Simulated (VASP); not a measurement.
# SnO: single point with PBE+D3(BJ)

SnO:

```
Sn O
1.0
     3.25704    0.00000    0.00000
     0.00000    5.91587    0.00000
     0.00000    0.00000    4.04501
Sn O
2 2
Cartesian
  0.0000 1.3873 2.1317
  1.6285 4.5285 0.1092
  0.0000 5.2273 2.9246
  1.6285 0.6886 0.9021
```

```json
{
  "Program": "VASP 6.6.1",
  "Task": "single point",
  "Functional": "PBE",
  "Dispersion": "D3(BJ)",
  "Potentials or basis": "VASP PAW PBE potentials, release 64 (Sn_d, O)",
  "Cutoff": "520 eV",
  "k mesh": "10 × 6 × 8",
  "Occupations": "gaussian, width 0.05 eV",
  "Spin": "no spin polarisation"
}
```

```yaml
Pressure: -2.1 GPa
Largest_force: 0.584 eV/Å
Band_gap_on_the_k_mesh: 1.42 eV (least direct gap 1.82 eV)
Dispersion_energy_per_atom: -0.213 eV
```

Forces on the atoms (eV/Å):
```
Sn   0.000 -0.583 -0.040
Sn   0.000  0.583 -0.040
O    0.000  0.184  0.040
O    0.000 -0.184  0.040
```

Stress tensor (GPa, compression positive):
```
 0.96  0.00  0.00
 0.00 -4.96  0.00
 0.00  0.00 -2.26
```

Levels at points of the mesh, in eV from the valence-band top:
```tsv
k point	band 18	band 19	band 20	band 21	band 22	band 23
(0.00, 0.00, 0.00)	-2.16	-1.88	-0.01	3.25	3.39	6.21
(0.50, 0.00, 0.00)	-2.25	-0.93	-0.93	2.48	2.48	5.64
(0.00, 0.50, 0.00)	-2.18	-1.49	-1.21	3.06	4.52	5.33
(0.50, 0.50, 0.00)	-2.26	-0.73	-0.73	1.95	1.95	6.31
(0.00, 0.00, 0.50)	-2.61	-1.21	-1.21	2.91	2.91	5.30
(0.50, 0.00, 0.50)	-3.08	-0.91	-0.91	2.40	2.40	4.78
(0.00, 0.50, 0.50)	-2.61	-1.33	-1.33	2.13	2.13	6.09
(0.50, 0.50, 0.50)	-3.29	-0.30	-0.30	2.66	2.66	4.20
```

It took 93 s on 1 thread of Intel(R) Xeon(R) 6975P-C (Granite Rapids), with other jobs on the host, peak memory 0.33 GiB.

Caveat: the stress differs along the axes, from -5 to 1 GPa; spin-orbit coupling is left out, which moves the levels of the heavy elements. A k mesh can miss the band edges.
